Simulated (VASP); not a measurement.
# SnS2 (P-3m1) in VASP: further runs

The runs below take SnS2 through single point, with r2SCAN, PBE, HSE06.

All numbers are computed with VASP 6.6.1; they aren't measurements. Logs are shortened: lines on timing, memory, paths and dates and some standing lists are left out, and cuts for length are marked.

## 1. The cell of the first run

It takes space group P-3m1 (No. 164, trigonal). The conventional cell has a = 3.661 Å, b = 3.661 Å, c = 5.962 Å, α = 90.00°, β = 90.00°, γ = 120.00°. Sn (site symmetry -3m) has 6 S at 2.57 Å within 3.4 Å. Within 3.4 Å of S (site symmetry 3m) lie 3 Sn at 2.57 Å.

## 2. Single point, r2SCAN

Contents of POSCAR:

```
SnS2
1.0
    3.6607548066      0.0000000000      0.0000000000
   -1.8303774033      3.1703066595      0.0000000000
    0.0000000000      0.0000000000      5.9617808738
Sn S
1 2
Direct
    0.0000000000      0.0000000000      0.0000000000
    0.3333333333      0.6666666667      0.2455905351
    0.6666666667      0.3333333333      0.7544094649
```

Contents of INCAR.step1:

```
PREC     = Accurate       # precision mode
ENCUT    = 550            # plane-wave cutoff, eV
ISMEAR   = 0              # smearing method
SIGMA    = 0.01           # smearing width, eV
LREAL    = F              # projectors in reciprocal space
LASPH    = T              # aspherical terms in the spheres
NELM     = 120            # most SCF steps
NBANDS   = 20             # bands
GGA      = PE             # functional
ALGO     = Normal         # electronic algorithm
EDIFF    = 1E-5           # SCF threshold, eV
LWAVE    = T              # write WAVECAR
LCHARG   = F              # write CHGCAR
GGA_COMPAT= F
```

Contents of INCAR.step2:

```
PREC     = Accurate       # precision mode
ENCUT    = 550            # plane-wave cutoff, eV
EDIFF    = 1E-6           # SCF threshold, eV
ISMEAR   = 0              # smearing method
SIGMA    = 0.01           # smearing width, eV
LREAL    = F              # projectors in reciprocal space
LASPH    = T              # aspherical terms in the spheres
NELM     = 120            # most SCF steps
ALGO     = Normal         # electronic algorithm
ISIF     = 2              # what is computed and relaxed
LWAVE    = F              # write WAVECAR
LCHARG   = T              # write CHGCAR
METAGGA  = R2SCAN         # meta-GGA
LMIXTAU  = T            
LELF     = T              # ELF
LVHAR    = T            
NBANDS   = 20             # bands
ISTART   = 1            
GGA_COMPAT= F
```

Contents of KPOINTS:

```
Automatic mesh
0
Gamma
  6 6 2
```

Potentials or basis: VASP PAW PBE potentials, release 64 (Sn_d, S).

Command:

```
> cat potpaw_PBE.64/Sn_d/POTCAR potpaw_PBE.64/S/POTCAR > POTCAR
> cp INCAR.step1 INCAR
> mpirun -np 1 vasp_std > vasp.out
> cp INCAR.step2 INCAR
> mpirun -np 1 vasp_std > vasp.out
```

OUTCAR:

```text
PREC = Accurate
   ENCUT = 550
   EDIFF = 1E-6
   ISMEAR = 0
   LREAL = F
   LASPH = T
   NELM = 120
   ISIF = 2
   METAGGA = R2SCAN
   ISTART = 1

 ion  position               nearest neighbor table
   1  0.000  0.000  0.000-   2 2.57   3 2.57   2 2.57   3 2.57   3 2.57   2 2.57
   2  0.333  0.667  0.246-   1 2.57   1 2.57   1 2.57
   3  0.667  0.333  0.754-   1 2.57   1 2.57   1 2.57

  LATTYP: Found a hexagonal cell.
 ALAT       =     3.6607548066
 C/A-ratio  =     1.6285660168

  Lattice vectors:

 A1 = (   3.6607548066,   0.0000000000,   0.0000000000)
 A2 = (  -1.8303774033,   3.1703066595,   0.0000000000)
 A3 = (   0.0000000000,   0.0000000000,   5.9617808738)

Analysis of symmetry for initial positions (statically):
=====================================================================
 Subroutine PRICEL returns:
 Original cell was already a primitive cell.

 Routine SETGRP: Setting up the symmetry group for a
 hexagonal supercell.

 Subroutine GETGRP returns: Found 12 space group operations
 (whereof 12 operations were pure point group operations)
 out of a pool of 24 trial point group operations.

The static configuration has the point symmetry D_3d.

Analysis of symmetry for dynamics (positions and initial velocities):
=====================================================================
 Subroutine PRICEL returns:
 Original cell was already a primitive cell.

 Routine SETGRP: Setting up the symmetry group for a
 hexagonal supercell.

 Subroutine GETGRP returns: Found 12 space group operations
 (whereof 12 operations were pure point group operations)
 out of a pool of 24 trial point group operations.

The dynamic configuration has the point symmetry D_3d.

 Subroutine INISYM returns: Found 12 space group operations
 (whereof 12 operations are pure point group operations),
 and found     1 'primitive' translations

----------------------------------------------------------------------------------------

                                     Primitive cell

  volume of cell :      69.1907

  direct lattice vectors                    reciprocal lattice vectors
     3.660754807  0.000000000  0.000000000     0.273167708  0.157713450  0.000000000
    -1.830377403  3.170306660  0.000000000     0.000000000  0.315426899  0.000000000
     0.000000000  0.000000000  5.961780874     0.000000000  0.000000000  0.167735115

  length of vectors
[... 70 lines left out ...]
   LASPH  =      T    aspherical Exc in radial PAW
   ENCUT  =  550.0 eV  40.42 Ry    6.36 a.u.   7.00  7.00 11.40*2*pi/ulx,y,z
   NELM   =    120;   NELMIN=  2; NELMDL=  0     # of ELM steps
   EDIFF  = 0.1E-05   stopping-criterion for ELM
   LREAL  =      F    real-space projection
   EDIFFG = 0.1E-04   stopping-criterion for IOM
   NSW    =      0    number of steps for IOM
   IBRION =     -1    ionic relax: 0-MD 1-quasi-New 2-CG
   NFREE  =      0    steps in history (QN), initial steepest desc. (CG)
   ISIF   =      2    stress and relaxation
   ISYM   =      2    0-nonsym 1-usesym 2-fastsym
   POTIM  = 0.5000    time-step for ionic-motion
   TEBEG  =    0.0;   TEEND  =   0.0 temperature during run
   PSTRESS=    0.0 pullay stress
   NELECT =      26.0000    total number of electrons
   NUPDOWN=      -1.0000    fix difference up-down
   EMIN   =  10.00;   EMAX   =-10.00  energy-range for DOS
   EFERMI =   0.00;   METHOD = LEGACY
   ISMEAR =     0;   SIGMA  =   0.01  broadening in eV -4-tet -1-fermi 0-gaus
   EFERMI_NEDOS =   21; number of points for ismear=-14 and -15
   IALGO  =     38    algorithm
   IMIX   =      4    mixing-type and parameters
     AMIX     =   0.40;   BMIX     =  1.00
     AMIX_MAG =   1.60;   BMIX_MAG =  1.00
  volume/ion in A,a.u.               =      23.06       155.64
  Fermi-wavevector in a.u.,A,eV,Ry     =   1.181363  2.232452 18.988538  1.395618
  Thomas-Fermi vector in A             =   2.317638
   LORBIT       =      0    0 simple, 1 ext, 2 COOP (PROOUT), +10 PAW based schemes
   METAGGA = R2SCAN    functional components
   LHFCALC =     F    Hartree Fock is set to
   AEXX    =    0.0000 exact exchange contribution
   IVDW    =     0    specifies the selected vdW correction
   LEPSILON=     F    determine dielectric tensor
   LRPA    =     F    only Hartree local field effects (RPA)
 non-spin polarized calculation
 Gauss-broadening in eV      SIGMA  =   0.01
  energy-cutoff  :      550.00
  volume of cell :       69.19
 maximum number of plane-waves:      2044
 NGX is ok and might be reduce to    28
   NGX = 13   NGY = 13   NGZ = 23

 number of electron      26.0000007 magnetization

 Free energy of the ion-electron system (eV)
  ---------------------------------------------------
  ext. energy  EPLUGINS =         0.00000000
  ---------------------------------------------------
  free energy    TOTEN  =       -42.22103629 eV

  energy without entropy =      -42.22103629  energy(sigma->0) =      -42.22103629

 E-fermi :   4.2881     XC(G=0): -10.1072

 val. band max:        4.1734789186   @ k =   0.0000   0.0000   0.0000
 cond. band min:       6.0225058360   @ k =   0.5000   0.0000   0.5000
 fundamental gap:      1.8490269174
 Fermi energy:         4.2881160726

 k-point     1 :       0.0000    0.0000    0.0000
  band No.  band energies     occupation
      1     -17.3694      2.00000
      2     -17.3694      2.00000
      3     -17.3032      2.00000
      4     -17.2805      2.00000
      5     -17.2805      2.00000
      6     -10.0910      2.00000
[... 311 lines left out ...]
     19      14.3125      0.00000
     20      14.4222      0.00000

------------------------ aborting loop because EDIFF is reached ----------------------------------------

  FORCE on cell =-STRESS in cart. coord.  units (eV):
  Direction    XX          YY          ZZ          XY          YZ          ZX
  --------------------------------------------------------------------------------------
  -------------------------------------------------------------------------------------
  Total        0.3819834      0.3819834      0.2990306     -0.0000000      0.0000000     -0.0000000
  in kB        8.8451899      8.8451899      6.9243383     -0.0000000      0.0000000     -0.0000000
  external PRESSURE =       8.2049060 kB  Pullay stress =       0.0000000 kB

 VOLUME and BASIS-vectors are now :
 -----------------------------------------------------------------------------
  energy-cutoff  :      550.00
  volume of cell :       69.19
      direct lattice vectors                 reciprocal lattice vectors
     3.660754807  0.000000000  0.000000000     0.273167708  0.157713450  0.000000000
    -1.830377403  3.170306660  0.000000000     0.000000000  0.315426899  0.000000000
     0.000000000  0.000000000  5.961780874     0.000000000  0.000000000  0.167735115

 POSITION                                       TOTAL-FORCE (eV/Angst)
 -----------------------------------------------------------------------------------
      0.00000      0.00000      0.00000         0.000000      0.000000      0.000000
     -0.00000      2.11354      1.46416        -0.000000      0.000000     -0.035501
      1.83038      1.05677      4.49762         0.000000     -0.000000      0.035501
 -----------------------------------------------------------------------------------
    total drift:                               -0.000000     -0.000000      0.000000

  FREE ENERGIE OF THE ION-ELECTRON SYSTEM (eV)
  ---------------------------------------------------
  free  energy   TOTEN  =       -42.2210362936 eV

  energy  without entropy=      -42.2210362936  energy(sigma->0) =      -42.22103629
```

OUTCAR.step1:

```text
PREC = Accurate
   ENCUT = 550
   ISMEAR = 0
   LREAL = F
[... 536 lines left out ...]
      0.00000      0.00000      0.00000         0.000000      0.000000      0.000000
     -0.00000      2.11354      1.46416        -0.000000      0.000000      0.214016
      1.83038      1.05677      4.49762         0.000000     -0.000000     -0.214016
 -----------------------------------------------------------------------------------
    total drift:                               -0.000000      0.000000      0.000000

  FREE ENERGIE OF THE ION-ELECTRON SYSTEM (eV)
  ---------------------------------------------------
  free  energy   TOTEN  =       -13.1685083312 eV

  energy  without entropy=      -13.1685083312  energy(sigma->0) =      -13.16850833
```

It took 44 s on 1 thread of Intel Xeon 6975P-C (Granite Rapids), shared host; peak memory 0.19 GiB.

Results:

* Free energy: -42.2210 eV
* Pressure: 0.8 GPa
* Largest force: 0.036 eV/Å
* Band gap on the k mesh: 1.85 eV (least direct gap 2.30 eV)

Forces in eV/Å, atoms in the order of the input:
```
Sn   0.000  0.000  0.000
S    0.000  0.000 -0.036
S    0.000  0.000  0.036
```

Stress tensor (GPa, compression positive):
```
0.88 0.00 0.00
0.00 0.88 0.00
0.00 0.00 0.69
```

Levels at points of the mesh, in eV from the valence-band top:
| k point | band 10 | band 11 | band 12 | band 13 | band 14 | band 15 | band 16 | band 17 |
| --- | --- | --- | --- | --- | --- | --- | --- | --- |
| (0.00, 0.00, 0.00) | -0.64 | -0.34 | -0.34 | 0.00 | 2.44 | 4.20 | 5.90 | 5.90 |
| (0.50, 0.00, 0.00) | -2.65 | -2.58 | -0.90 | -0.28 | 2.02 | 5.05 | 6.52 | 6.73 |
| (0.00, 0.00, 0.50) | -0.72 | -0.72 | -0.22 | -0.22 | 3.49 | 4.27 | 5.67 | 5.67 |
| (0.50, 0.00, 0.50) | -2.44 | -1.80 | -0.67 | -0.58 | 1.85 | 5.25 | 6.14 | 6.94 |

Caveat: the k points lie up to 0.53 Å⁻¹ apart; the PAW data sets were made with another functional, which shifts forces and pressure a little; spin-orbit coupling is left out, which moves the levels of the heavy elements.

(Continued in part 2 of 2.)
